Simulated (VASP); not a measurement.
The system is Si3Br2.

```
CELL_PARAMETERS angstrom
7.49862 0.00000 0.00000
0.00000 7.49862 0.00000
0.00000 0.00000 3.95927
ATOMIC_POSITIONS crystal
Si 0.00000 0.00000 0.00000
Si 0.50000 0.50000 0.00000
Si 0.17680 0.67680 0.50000
Si 0.32320 0.17680 0.50000
Si 0.82320 0.32320 0.50000
Si 0.67680 0.82320 0.50000
Br 0.38270 0.88270 0.00000
Br 0.11730 0.38270 0.00000
Br 0.61730 0.11730 0.00000
Br 0.88270 0.61730 0.00000
```

| Item | Value |
| --- | --- |
| Program | VASP 6.6.1 |
| Task | relaxation of cell and atoms |
| Functional | PBE |
| Potentials or basis | VASP PAW PBE potentials, release 64 (Si, Br) |
| Cutoff | 600 eV |
| k mesh | 2 × 2 × 4 |
| Occupations | gaussian, width 0.1 eV |
| Spin | no spin polarisation |

At the start: pressure 2.5 GPa; volume 22.26 Å³/atom.

Task: Where does the relaxation end?

Result: Over 20 steps the energy falls by 337.0 meV/atom and the volume is 24.21 Å³/atom (+8.8 %); space group P4/mbm (No. 127, to 0.1 Å) before and after.

The path:
```
step  energy change (eV)  largest force (eV/Å)  pressure (GPa)  volume (Å³)
   1              0.0000                3.9541            2.47       222.63
   2             -2.5724                0.8323           -1.34       233.32
   3             -2.8679                0.2639           -1.63       237.61
   4             -2.8480                0.4889           -1.14       245.74
   5             -2.9492                0.2209           -1.58       241.35
   6             -3.0295                0.2837            0.00       232.20
   7             -3.0314                0.3179            0.29       230.76
   8             -3.0617                0.2639            0.24       230.62
   9             -3.1193                0.2778            0.08       230.08
  10             -2.9806                0.6024            0.41       228.48
  11             -3.1264                0.3392            0.07       229.87
  12             -3.1607                0.3378            0.16       230.18
  13             -3.2462                0.2945            0.46       231.07
  14             -3.2932                0.3021            1.30       232.71
  15             -3.3008                0.2307            1.01       232.24
  16             -3.3421                0.2077            0.50       236.53
  17             -3.3649                0.1743           -0.11       242.51
  18             -3.3650                0.1723           -0.14       242.90
  19             -3.3698                0.0641            0.08       242.30
  20             -3.3700                0.0335            0.15       242.13
```

Final structure:
```
Si Br
1.0
     8.44670    0.00000    0.00000
     0.00000    8.44670    0.00000
     0.00000    0.00000    3.39366
Si Br
6 4
Direct
  0.00000 0.00000 0.00000
  0.50000 0.50000 0.00000
  0.21431 0.71431 0.50000
  0.28569 0.21431 0.50000
  0.78569 0.28569 0.50000
  0.71431 0.78569 0.50000
  0.37172 0.87172 0.00000
  0.12828 0.37172 0.00000
  0.62828 0.12828 0.00000
  0.87172 0.62828 0.00000
```

Caveat: the k points lie up to 0.46 Å⁻¹ apart in the final cell, too coarse for converged energies and pressures of a metal.
